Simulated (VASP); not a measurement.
## Be27S26 (a cell with a defect): electric field gradients with PBE

Be27S26 (a cell with a defect):

```
CELL_PARAMETERS angstrom
0.00000 7.30545 7.30545
7.30545 0.00000 7.30545
7.30545 7.30545 0.00000
ATOMIC_POSITIONS crystal
Be 0.00000 0.00000 0.00000
Be 0.00000 0.00000 0.33333
Be 0.00000 0.00000 0.66667
Be 0.00000 0.33333 0.00000
Be 0.00000 0.33333 0.33333
Be 0.00000 0.33333 0.66667
Be 0.00000 0.66667 0.00000
Be 0.00000 0.66667 0.33333
Be 0.00000 0.66667 0.66667
Be 0.33333 0.00000 0.00000
Be 0.33333 0.00000 0.33333
Be 0.33333 0.00000 0.66667
Be 0.33333 0.33333 0.00000
Be 0.33333 0.33333 0.33333
Be 0.33333 0.33333 0.66667
Be 0.33333 0.66667 0.00000
Be 0.33333 0.66667 0.33333
Be 0.33333 0.66667 0.66667
Be 0.66667 0.00000 0.00000
Be 0.66667 0.00000 0.33333
Be 0.66667 0.00000 0.66667
Be 0.66667 0.33333 0.00000
Be 0.66667 0.33333 0.33333
Be 0.66667 0.33333 0.66667
Be 0.66667 0.66667 0.00000
Be 0.66667 0.66667 0.33333
Be 0.66667 0.66667 0.66667
S 0.08333 0.08333 0.41667
S 0.08333 0.08333 0.75000
S 0.08333 0.41667 0.08333
S 0.08333 0.41667 0.41667
S 0.08333 0.41667 0.75000
S 0.08333 0.75000 0.08333
S 0.08333 0.75000 0.41667
S 0.08333 0.75000 0.75000
S 0.41667 0.08333 0.08333
S 0.41667 0.08333 0.41667
S 0.41667 0.08333 0.75000
S 0.41667 0.41667 0.08333
S 0.41667 0.41667 0.41667
S 0.41667 0.41667 0.75000
S 0.41667 0.75000 0.08333
S 0.41667 0.75000 0.41667
S 0.41667 0.75000 0.75000
S 0.75000 0.08333 0.08333
S 0.75000 0.08333 0.41667
S 0.75000 0.08333 0.75000
S 0.75000 0.41667 0.08333
S 0.75000 0.41667 0.41667
S 0.75000 0.41667 0.75000
S 0.75000 0.75000 0.08333
S 0.75000 0.75000 0.41667
S 0.75000 0.75000 0.75000
```

This cell differs from its parent crystal: atoms taken out.

```yaml
Program: VASP 6.6.1
Task: electric field gradients
Functional: PBE
Potentials_or_basis: VASP PAW PBE potentials, release 64 (Be, S)
Cutoff: 520 eV
k_mesh: 2 × 2 × 2
Occupations: fermi-dirac, width 0.01 eV
Spin: no spin polarisation
Dipole_correction: no
Charge: 2
Further_INCAR_settings: LREAL = Auto; ALGO = Normal; EDIFF = 1e-08; NBANDS = 137; NELECT = 208.0
```

The largest force is 2.119 eV/Å and the largest electric field gradient by atom is Be +12.0, -1.1, -0.6, -0.0, +0.1 (each value once); S +41.0, -4.3, -5.3, -2.4 (each value once) V/Å².

Forces in eV/Å, atoms in the order of the input:
```
Be  -1.223 -1.223 -1.223
Be   1.223  1.223 -1.223
Be   0.000  0.000 -0.540
Be   1.223 -1.223  1.223
Be   0.268 -0.029 -0.029
Be   0.029 -0.268 -0.029
Be   0.000 -0.540  0.000
Be   0.029 -0.029 -0.268
Be   0.540  0.000  0.000
Be  -1.223  1.223  1.223
Be  -0.029  0.268 -0.029
Be  -0.268  0.029 -0.029
Be  -0.029 -0.029  0.268
Be   0.000  0.000  0.000
Be   0.029  0.029  0.268
Be  -0.268 -0.029  0.029
Be   0.029  0.268  0.029
Be  -0.028  0.028  0.028
Be  -0.540  0.000  0.000
Be  -0.029  0.029 -0.268
Be   0.000  0.540  0.000
Be  -0.029 -0.268  0.029
Be   0.268  0.029  0.029
Be   0.028 -0.028  0.028
Be   0.000  0.000  0.540
Be   0.028  0.028 -0.028
Be  -0.028 -0.028 -0.028
S   -0.532 -0.532  0.221
S    0.532  0.532  0.221
S   -0.532  0.221 -0.532
S   -0.011  0.011  0.011
S   -0.221  0.532 -0.532
S    0.532  0.221  0.532
S   -0.221 -0.532  0.532
S    0.006 -0.006 -0.006
S    0.221 -0.532 -0.532
S    0.011 -0.011  0.011
S    0.532 -0.221 -0.532
S    0.011  0.011 -0.011
S   -0.011 -0.011 -0.011
S    0.000  0.000 -0.090
S    0.532 -0.532 -0.221
S    0.000 -0.090  0.000
S    0.090  0.000  0.000
S    0.221  0.532  0.532
S   -0.532 -0.221  0.532
S   -0.006  0.006 -0.006
S   -0.532  0.532 -0.221
S   -0.090  0.000  0.000
S    0.000  0.090  0.000
S   -0.006 -0.006  0.006
S    0.000  0.000  0.090
S    0.006  0.006  0.006
```

Levels at points of the mesh, in eV from the Fermi level:
| k point | band 101 | band 102 | band 103 | band 104 | band 105 | band 106 | band 107 | band 108 |
| --- | --- | --- | --- | --- | --- | --- | --- | --- |
| (0.00, 0.00, 0.00) | -0.68 | -0.18 | -0.01 | -0.01 | -0.01 | 3.73 | 3.73 | 3.73 |
| (0.50, 0.00, 0.00) | -0.45 | -0.45 | -0.21 | -0.21 | 0.29 | 2.84 | 3.54 | 3.54 |
| (0.50, 0.50, 0.00) | -0.44 | -0.44 | -0.43 | -0.42 | 0.43 | 2.86 | 3.33 | 3.35 |

Electric field gradients, principal values (V/Å²):
| atom | least | middle | greatest (by size) |
| --- | --- | --- | --- |
| 1 Be | -5.987 | -5.987 | 11.974 |
| 2 Be | -5.987 | -5.987 | 11.974 |
| 3 Be | 0.201 | 0.870 | -1.070 |
| 4 Be | -5.987 | -5.987 | 11.974 |
| 5 Be | 0.051 | 0.547 | -0.598 |
| 6 Be | 0.051 | 0.547 | -0.598 |
| 7 Be | 0.201 | 0.870 | -1.070 |
| 8 Be | 0.051 | 0.547 | -0.598 |
| 9 Be | 0.201 | 0.870 | -1.070 |
| 10 Be | -5.987 | -5.987 | 11.974 |
| 11 Be | 0.051 | 0.547 | -0.598 |
| 12 Be | 0.051 | 0.547 | -0.598 |
| 13 Be | 0.051 | 0.547 | -0.598 |
| 14 Be | 0.000 | 0.000 | 0.000 |
| 15 Be | 0.051 | 0.547 | -0.598 |
| 16 Be | 0.051 | 0.547 | -0.598 |
| 17 Be | 0.051 | 0.547 | -0.598 |
| 18 Be | -0.070 | -0.070 | 0.140 |
| 19 Be | 0.201 | 0.870 | -1.070 |
| 20 Be | 0.051 | 0.547 | -0.598 |
| 21 Be | 0.201 | 0.870 | -1.070 |
| 22 Be | 0.051 | 0.547 | -0.598 |
| 23 Be | 0.051 | 0.547 | -0.598 |
| 24 Be | -0.070 | -0.070 | 0.140 |
| 25 Be | 0.201 | 0.870 | -1.070 |
| 26 Be | -0.070 | -0.070 | 0.140 |
| 27 Be | -0.070 | -0.070 | 0.140 |
| 28 S | -17.312 | -23.737 | 41.049 |
| 29 S | -17.312 | -23.737 | 41.050 |
| 30 S | -17.312 | -23.737 | 41.049 |
| 31 S | 2.126 | 2.126 | -4.251 |
| 32 S | -17.312 | -23.738 | 41.050 |
| 33 S | -17.312 | -23.737 | 41.050 |
| 34 S | -17.312 | -23.738 | 41.050 |
| 35 S | 2.648 | 2.650 | -5.298 |
| 36 S | -17.312 | -23.737 | 41.049 |
| 37 S | 2.126 | 2.126 | -4.251 |
| 38 S | -17.312 | -23.738 | 41.050 |
| 39 S | 2.126 | 2.126 | -4.251 |
| 40 S | 2.126 | 2.126 | -4.252 |
| 41 S | 1.118 | 1.261 | -2.379 |
| 42 S | -17.312 | -23.738 | 41.050 |
| 43 S | 1.118 | 1.261 | -2.379 |
| 44 S | 1.117 | 1.262 | -2.379 |
| 45 S | -17.312 | -23.737 | 41.050 |
| 46 S | -17.312 | -23.738 | 41.050 |
| 47 S | 2.648 | 2.650 | -5.298 |
| 48 S | -17.312 | -23.738 | 41.050 |
| 49 S | 1.118 | 1.261 | -2.379 |
| 50 S | 1.117 | 1.262 | -2.379 |
| 51 S | 2.648 | 2.650 | -5.298 |
| 52 S | 1.117 | 1.262 | -2.379 |
| 53 S | 2.650 | 2.650 | -5.299 |

It took 13 min on 1 thread of Intel(R) Xeon(R) 6975P-C (Granite Rapids) (shared host), peak memory 1 GiB.

Caveat: the k points lie up to 0.37 Å⁻¹ apart; the cell carries a net charge on a neutralising background, which shifts energy and pressure; the cell differs from its parent crystal (atoms taken out); the cell is charged against a uniform background, so pressure and absolute levels hang on convention; without QUAD_EFG the Cq values of the log hold for a quadrupole moment of 1 mb, not for the nuclei.
